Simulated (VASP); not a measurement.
Crystal: Cs.

```
CELL_PARAMETERS angstrom
-3.12847 3.12847 3.12847
3.12847 -3.12847 3.12847
3.12847 3.12847 -3.12847
ATOMIC_POSITIONS crystal
Cs 0.00000 0.00000 0.00000
```

Base run:

| Item | Value |
| --- | --- |
| Program | VASP 6.6.1 |
| Functional | revPBE |
| Potentials or basis | VASP PAW PBE potentials, release 64 (Cs_sv) |
| Cutoff | 500 eV |
| k mesh | 4 × 4 × 4 |
| Occupations | gaussian, width 0.1 eV |
| Spin | no spin polarisation |

Its results: pressure 0.1 GPa.

**Question.** The run is repeated on the same cell with these changes: functional from revPBE to PBE; k mesh from 4 × 4 × 4 to 2 × 2 × 2. What comes out?

**Answer.** Pressure -0.5 GPa.

Several settings changed at once, so the effect can't be laid on one alone.

Caveats: some runs use coarse meshes; the PAW data sets were made with another functional, which shifts forces and pressure a little (some runs).
